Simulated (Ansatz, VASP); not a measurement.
# FeNi2 in VASP and in Ansatz

```
Ni Fe
1.0
     0.00000    3.25310    3.25310
     3.25310    0.00000    3.25310
     3.25310    3.25310    0.00000
Ni Fe
4 2
Direct
  0.62500 0.62500 0.62500
  0.12500 0.62500 0.62500
  0.62500 0.12500 0.62500
  0.62500 0.62500 0.12500
  0.00000 0.00000 0.00000
  0.25000 0.25000 0.25000
```

Alike in both runs: task single point; functional PBE; k mesh 7 × 7 × 7; occupations fermi-dirac, width 0.05 eV; collinear spin.

|  | VASP | Ansatz |
| --- | --- | --- |
| version | VASP 6.6.1 | Ansatz 0.2.0 |
| potentials or method | VASP PAW PBE potentials, release 64 (Ni, Fe) | Ansatz PAW |
| plane-wave cutoff (eV) | 520 | 420 |
| valence electrons in the cell | 56 | 104 |

Ansatz gave:

```
gap on the k mesh at the Fermi level (eV)                     : none
pressure (GPa)                                                : 3.7
net moment per atom (μB)                                      : 1.31
size of the moment on the site where the two differ most (μB) : 0.60
```

Problem. Which values does VASP return?

Solution. gap on the k mesh at the Fermi level (eV): none; pressure (GPa): 3.5; net moment per atom (μB): 1.31; size of the moment on the site where the two differ most (μB): 0.53.

Site moments also hang on the region over which each program counts them. A gap of «none» marks a metal or a gap that the smearing closes. VASP's potentials hold 56 valence electrons a cell and Ansatz's 104, so a difference there can come from the potentials and not from the codes.
